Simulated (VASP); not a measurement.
# Cu (I4/mmm) in VASP: notebook, part 2 of 2

VASP 6.6.1. Earlier steps stand in the parts before.

**4. Single point, LDA**

This run uses another cell than the first one, of 11.34 Å³/atom, 1.012 times its volume.

Contents of INCAR:

```
SYSTEM = Cu
ALGO = Fast
EDIFF = 1E-7
ENCUT = 520
ISIF = 2
ISMEAR = 0
LASPH = .TRUE.
LCHARG = .FALSE.
LREAL = .FALSE.
LWAVE = .FALSE.
NBANDS = 12
NELM = 80
PREC = Accurate
SIGMA = 0.15
```

Contents of KPOINTS:

```
k-points
0
G
  22 22 22
  0 0 0
```

Contents of POSCAR:

```
Cu
1.0
   -1.4631000000      1.4631000000      1.3243000000
    1.4631000000     -1.4631000000      1.3243000000
    1.4631000000      1.4631000000     -1.3243000000
Cu
1
Direct
    0.0000000000      0.0000000000      0.0000000000
```

Potentials or basis: VASP PAW LDA potentials, release 64 (Cu).

Run with:

```console
$ cat potpaw_LDA.64/Cu/POTCAR > POTCAR
$ mpirun -np 1 vasp_std > vasp.out
```

OUTCAR:

```text
SYSTEM = Cu
   EDIFF = 1E-7
   ENCUT = 520
   ISIF = 2
   ISMEAR = 0
   LASPH = .TRUE.
   LREAL = .FALSE.
   NELM = 80
   PREC = Accurate

 ion  position               nearest neighbor table
   1  0.000  0.000  0.000-

  LATTYP: Found a body centered tetragonal cell.
 ALAT       =     2.9262000000
 C/A-ratio  =     0.9051329369

  Lattice vectors:

 A1 = (  -1.4631000000,   1.4631000000,   1.3243000000)
 A2 = (   1.4631000000,  -1.4631000000,   1.3243000000)
 A3 = (   1.4631000000,   1.4631000000,  -1.3243000000)

Analysis of symmetry for initial positions (statically):
=====================================================================
 Subroutine PRICEL returns:
 Original cell was already a primitive cell.

 Routine SETGRP: Setting up the symmetry group for a
 body centered tetragonal supercell.

 Subroutine GETGRP returns: Found 16 space group operations
 (whereof 16 operations were pure point group operations)
 out of a pool of 16 trial point group operations.

The static configuration has the point symmetry D_4h.

Analysis of symmetry for dynamics (positions and initial velocities):
=====================================================================
[... 161 lines left out ...]
 fundamental gap:      0.0081597705
 Fermi energy:         7.8714556672

 k-point     1 :       0.0000    0.0000    0.0000
  band No.  band energies     occupation
      1      -1.7971      2.00000
      2       4.3131      2.00000
      3       4.7517      2.00000
      4       4.7517      2.00000
      5       5.3843      2.00000
      6       5.8549      2.00000
      7      32.0839      0.00000
      8      32.0839      0.00000
      9      35.1254      0.00000
     10      36.1304      0.00000
     11      36.4672      0.00000
     12      36.9650      0.00000
[... 331 lines left out ...]
 k-point    24 :      -0.4545    0.0455    0.0000
  band No.  band energies     occupation
      1       2.5565      2.00000
      2       3.7156      2.00000
      3       5.6141      2.00000
      4       5.7965      2.00000
      5       6.1337      2.00000
      6       6.9551      2.00000
      7      14.2515      0.00000
      8      24.1508      0.00000
      9      25.2286      0.00000
     10      29.6965      0.00000
     11      32.7473      0.00000
     12      41.8880      0.00000

 [... further k-points ...]
[... 5 lines left out ...]
  --------------------------------------------------------------------------------------
  -------------------------------------------------------------------------------------
  Total       -0.3874715     -0.3874715     -0.3324969      0.0000000      0.0000000      0.0000000
  in kB      -54.7464481    -54.7464481    -46.9790010      0.0000000      0.0000000      0.0000000
  external PRESSURE =     -52.1572991 kB  Pullay stress =       0.0000000 kB

 VOLUME and BASIS-vectors are now :
 -----------------------------------------------------------------------------
  energy-cutoff  :      520.00
  volume of cell :       11.34
      direct lattice vectors                 reciprocal lattice vectors
    -1.463100000  1.463100000  1.324300000     0.000000000  0.341740141  0.377557955
     1.463100000 -1.463100000  1.324300000     0.341740141  0.000000000  0.377557955
     1.463100000  1.463100000 -1.324300000     0.341740141  0.341740141  0.000000000

 POSITION                                       TOTAL-FORCE (eV/Angst)
 -----------------------------------------------------------------------------------
      0.00000      0.00000      0.00000         0.000000      0.000000     -0.000000
 -----------------------------------------------------------------------------------
    total drift:                                0.000000      0.000000      0.000000

  FREE ENERGIE OF THE ION-ELECTRON SYSTEM (eV)
  ---------------------------------------------------
  free  energy   TOTEN  =        -4.6626087839 eV

  energy  without entropy=       -4.6580961716  energy(sigma->0) =       -4.66035248
```

Wall time 44 s (1 thread of Intel Xeon 6975P-C (Granite Rapids), shared host); peak memory 0.21 GiB.

Results:

```yaml
Free_energy: -4.6626 eV
Pressure: -5.2 GPa
```

**5. Single point, LDA**

This run uses another cell than the first one, of 11.45 Å³/atom, 1.022 times its volume.

Contents of INCAR:

```
PREC = Accurate
ENCUT = 520
EDIFF = 1E-6
ISMEAR = 0
SIGMA = 0.15
LREAL = False
LASPH = True
NELM = 80
ALGO = Fast
ISIF = 2
LWAVE = False
LCHARG = True
GGA = CA
LELF = True
LVHAR = True
NBANDS = 12
```

Contents of KPOINTS:

```
Automatic mesh
0
Gamma
  22 22 22
```

Contents of POSCAR:

```
Cu
1.0
   -1.4987500000      1.4987500000      1.2740500000
    1.4987500000     -1.4987500000      1.2740500000
    1.4987500000      1.4987500000     -1.2740500000
Cu
1
Direct
    0.0000000000      0.0000000000      0.0000000000
```

Potentials or basis: VASP PAW LDA potentials, release 64 (Cu).

Run with:

```console
$ cat potpaw_LDA.64/Cu/POTCAR > POTCAR
$ mpirun -np 1 vasp_std > vasp.out
```

OUTCAR:

```text
PREC = Accurate
   ENCUT = 520
   EDIFF = 1E-6
   ISMEAR = 0
   LREAL = False
   LASPH = True
   NELM = 80
   ISIF = 2
   GGA = CA

 ion  position               nearest neighbor table
   1  0.000  0.000  0.000-

  LATTYP: Found a body centered tetragonal cell.
 ALAT       =     2.9975000000
 C/A-ratio  =     0.8500750626

  Lattice vectors:

 A1 = (  -1.4987500000,   1.4987500000,   1.2740500000)
 A2 = (   1.4987500000,  -1.4987500000,   1.2740500000)
 A3 = (   1.4987500000,   1.4987500000,  -1.2740500000)

Analysis of symmetry for initial positions (statically):
=====================================================================
 Subroutine PRICEL returns:
 Original cell was already a primitive cell.

 Routine SETGRP: Setting up the symmetry group for a
 body centered tetragonal supercell.

 Subroutine GETGRP returns: Found 16 space group operations
 (whereof 16 operations were pure point group operations)
 out of a pool of 16 trial point group operations.

The static configuration has the point symmetry D_4h.

Analysis of symmetry for dynamics (positions and initial velocities):
=====================================================================
 Subroutine PRICEL returns:
 Original cell was already a primitive cell.

 Routine SETGRP: Setting up the symmetry group for a
 body centered tetragonal supercell.

 Subroutine GETGRP returns: Found 16 space group operations
 (whereof 16 operations were pure point group operations)
 out of a pool of 16 trial point group operations.

The dynamic configuration has the point symmetry D_4h.

 Subroutine INISYM returns: Found 16 space group operations
 (whereof 16 operations are pure point group operations),
 and found     1 'primitive' translations

----------------------------------------------------------------------------------------

                                     Primitive cell

  volume of cell :      11.4473

  direct lattice vectors                    reciprocal lattice vectors
    -1.498750000  1.498750000  1.274050000     0.000000000  0.333611343  0.392449276
     1.498750000 -1.498750000  1.274050000     0.333611343  0.000000000  0.392449276
     1.498750000  1.498750000 -1.274050000     0.333611343  0.333611343  0.000000000

  length of vectors
     2.472995456  2.472995456  2.472995456     0.515085393  0.515085393  0.471797686

  position of ions in fractional coordinates (direct lattice)
     0.000000000  0.000000000  0.000000000

  ion indices of the primitive-cell ions
   primitive index   ion index
                 1           1

----------------------------------------------------------------------------------------

 KPOINTS: Automatic mesh

Automatic generation of k-mesh.
 Grid dimensions read from file:
 generate k-points for:   22   22   22

 Generating k-lattice:

  Cartesian coordinates                     Fractional coordinates (reciprocal lattice)
     0.000000000  0.015164152  0.017838603     0.045454545 -0.000000000  0.000000000
     0.015164152  0.000000000  0.017838603    -0.000000000  0.045454545  0.000000000
     0.015164152  0.015164152  0.000000000     0.000000000  0.000000000  0.045454545

  Length of vectors
     0.023412972  0.023412972  0.021445349

  Shift w.r.t. Gamma in fractional coordinates (k-lattice)
     0.000000000  0.000000000  0.000000000

 Subroutine IBZKPT returns following result:
 ===========================================

 Found    834 irreducible k-points:

 Following reciprocal coordinates:
            Coordinates               Weight
  0.000000  0.000000  0.000000      1.000000
  0.045455 -0.000000  0.000000      8.000000
  0.090909 -0.000000  0.000000      8.000000
  0.136364  0.000000  0.000000      8.000000
  0.181818 -0.000000  0.000000      8.000000
  0.227273  0.000000  0.000000      8.000000
[... 16 lines left out ...]
  0.500000  0.045455  0.000000     16.000000
 -0.454545  0.045455 -0.000000     16.000000
 [... further k-points ...]
   k-points           NKPTS =    834   k-points in BZ     NKDIM =    834   number of bands    NBANDS=     12
   number of dos      NEDOS =    301   number of ions     NIONS =      1
   total plane-waves  NPLWV =   5832
   dimension x,y,z NGX =    18 NGY =   18 NGZ =   18
   dimension x,y,z NGXF=    36 NGYF=   36 NGZF=   36
   ions per type =               1
   NGX,Y,Z   is equivalent  to a cutoff of  12.10, 12.10, 12.10 a.u.
   NGXF,Y,Z  is equivalent  to a cutoff of  24.20, 24.20, 24.20 a.u.
 SYSTEM =  unknown system
   PREC   = accura    normal or accurate (medium, high low for compatibility)
   ISTART =      0    job   : 0-new  1-cont  2-samecut
   ICHARG =      2    charge: 1-file 2-atom 10-const
   ISPIN  =      1    spin polarized calculation?
   LNONCOLLINEAR =      F non collinear calculations
   LSORBIT =      F    spin-orbit coupling
   LASPH  =      T    aspherical Exc in radial PAW
   ENCUT  =  520.0 eV  38.22 Ry    6.18 a.u.   4.60  4.60  4.60*2*pi/ulx,y,z
   NELM   =     80;   NELMIN=  2; NELMDL= -5     # of ELM steps
   EDIFF  = 0.1E-05   stopping-criterion for ELM
   LREAL  =      F    real-space projection
   EDIFFG = 0.1E-04   stopping-criterion for IOM
   NSW    =      0    number of steps for IOM
   IBRION =     -1    ionic relax: 0-MD 1-quasi-New 2-CG
   NFREE  =      0    steps in history (QN), initial steepest desc. (CG)
   ISIF   =      2    stress and relaxation
   ISYM   =      2    0-nonsym 1-usesym 2-fastsym
   POTIM  = 0.5000    time-step for ionic-motion
   TEBEG  =    0.0;   TEEND  =   0.0 temperature during run
   PSTRESS=    0.0 pullay stress
   NELECT =      11.0000    total number of electrons
   NUPDOWN=      -1.0000    fix difference up-down
   EMIN   =  10.00;   EMAX   =-10.00  energy-range for DOS
   EFERMI =   0.00;   METHOD = LEGACY
   ISMEAR =     0;   SIGMA  =   0.15  broadening in eV -4-tet -1-fermi 0-gaus
   EFERMI_NEDOS =   21; number of points for ismear=-14 and -15
   IALGO  =     68    algorithm
   IMIX   =      4    mixing-type and parameters
     AMIX     =   0.40;   BMIX     =  1.00
     AMIX_MAG =   1.60;   BMIX_MAG =  1.00
  volume/ion in A,a.u.               =      11.45        77.25
  Fermi-wavevector in a.u.,A,eV,Ry     =   1.615489  3.052832 35.508565  2.609806
  Thomas-Fermi vector in A             =   2.710229
   LORBIT       =      0    0 simple, 1 ext, 2 COOP (PROOUT), +10 PAW based schemes
   GGA     = CA    functional components
   LHFCALC =     F    Hartree Fock is set to
   AEXX    =    0.0000 exact exchange contribution
   IVDW    =     0    specifies the selected vdW correction
   LEPSILON=     F    determine dielectric tensor
   LRPA    =     F    only Hartree local field effects (RPA)
 non-spin polarized calculation
 RMM-DIIS sequential band-by-band and
 Gauss-broadening in eV      SIGMA  =   0.15
  energy-cutoff  :      520.00
  volume of cell :       11.45
 maximum number of plane-waves:       325
   NGX =  9   NGY =  9   NGZ =  9

 number of electron      10.9999999 magnetization

 Free energy of the ion-electron system (eV)
  ---------------------------------------------------
  ext. energy  EPLUGINS =         0.00000000
  ---------------------------------------------------
  free energy    TOTEN  =        -4.65294427 eV

  energy without entropy =       -4.64858512  energy(sigma->0) =       -4.65076469

 E-fermi :   7.7468     XC(G=0): -13.2817

 val. band max:        7.7419023583   @ k =   0.5000   0.3182  -0.0000
 cond. band min:       7.7482481677   @ k =   0.2273   0.1364   0.1364
 fundamental gap:      0.0063458094
 Fermi energy:         7.7467734494

 k-point     1 :       0.0000    0.0000    0.0000
  band No.  band energies     occupation
      1      -1.8465      2.00000
      2       4.0755      2.00000
      3       4.8037      2.00000
      4       4.8037      2.00000
      5       5.0349      2.00000
      6       5.8265      2.00000
      7      30.6918      0.00000
      8      30.6918      0.00000
      9      34.5358      0.00000
     10      35.4935      0.00000
     11      36.2390      0.00000
     12      37.2071      0.00000
[... 331 lines left out ...]
 k-point    24 :      -0.4545    0.0455   -0.0000
  band No.  band energies     occupation
      1       2.5174      2.00000
      2       3.5675      2.00000
      3       5.4722      2.00000
      4       5.8200      2.00000
      5       6.0421      2.00000
      6       6.9427      2.00000
      7      14.5163      0.00000
      8      23.4256      0.00000
      9      24.6306      0.00000
     10      29.1156      0.00000
     11      32.1316      0.00000
     12      40.6487      0.00000

 [... further k-points ...]
[... 5 lines left out ...]
  --------------------------------------------------------------------------------------
  -------------------------------------------------------------------------------------
  Total       -0.5256178     -0.5256178     -0.2303848      0.0000000     -0.0000000      0.0000000
  in kB      -73.5657677    -73.5657677    -32.2447884      0.0000000     -0.0000000      0.0000000
  external PRESSURE =     -59.7921079 kB  Pullay stress =       0.0000000 kB

 VOLUME and BASIS-vectors are now :
 -----------------------------------------------------------------------------
  energy-cutoff  :      520.00
  volume of cell :       11.45
      direct lattice vectors                 reciprocal lattice vectors
    -1.498750000  1.498750000  1.274050000     0.000000000  0.333611343  0.392449276
     1.498750000 -1.498750000  1.274050000     0.333611343  0.000000000  0.392449276
     1.498750000  1.498750000 -1.274050000     0.333611343  0.333611343  0.000000000

 POSITION                                       TOTAL-FORCE (eV/Angst)
 -----------------------------------------------------------------------------------
      0.00000      0.00000      0.00000         0.000000      0.000000      0.000000
 -----------------------------------------------------------------------------------
    total drift:                                0.000000      0.000000      0.000000

  FREE ENERGIE OF THE ION-ELECTRON SYSTEM (eV)
  ---------------------------------------------------
  free  energy   TOTEN  =        -4.6529442725 eV

  energy  without entropy=       -4.6485851174  energy(sigma->0) =       -4.65076469
```

Wall time 41 s (1 thread of Intel Xeon 6975P-C (Granite Rapids), shared host); peak memory 0.21 GiB.

Results:

```yaml
Free_energy: -4.6529 eV
Pressure: -6.0 GPa
```

Stress tensor (GPa, compression positive):
```
-7.36  0.00  0.00
 0.00 -7.36  0.00
 0.00  0.00 -3.22
```

Levels at points of the mesh, in eV from the Fermi level:
```csv
k point,band 3,band 4,band 5,band 6,band 7,band 8,band 9,band 10
"(0.00, 0.00, 0.00)",-2.94,-2.94,-2.71,-1.92,22.95,22.95,26.79,27.75
"(0.50, 0.00, 0.00)",-2.28,-1.70,-1.47,-0.12,5.25,16.46,16.54,20.69
"(0.50, 0.50, 0.00)",-2.79,-2.25,-1.50,-1.42,3.36,21.01,21.51,24.86
"(0.50, 0.50, 0.50)",-1.64,-1.64,-1.49,6.32,6.32,12.40,12.89,12.90
```

**6. Summary**

| cell | gap on the mesh (eV) | pressure (GPa) |
| --- | --- | --- |
| a = 2.445 Å, angles 107.5, 107.5, 113.5°, 1 atom | none | -3.4 |
| a = 2.460 Å, angles 106.0, 106.0, 116.7°, 1 atom | none | -4.7 |
| a = 2.457 Å, angles 106.9, 106.9, 114.8°, 1 atom | none | -5.2 |
| a = 2.473 Å, angles 105.4, 105.4, 118.0°, 1 atom | none | -6.0 |

Alike in all rows: task single point; level LDA; potentials or basis VASP PAW LDA potentials, release 64 (Cu); no spin polarisation; k mesh 22 × 22 × 22; cutoff (eV) 520; smearing gaussian 0.15 eV.

Absolute energies hang on the potentials; compare differences alone.
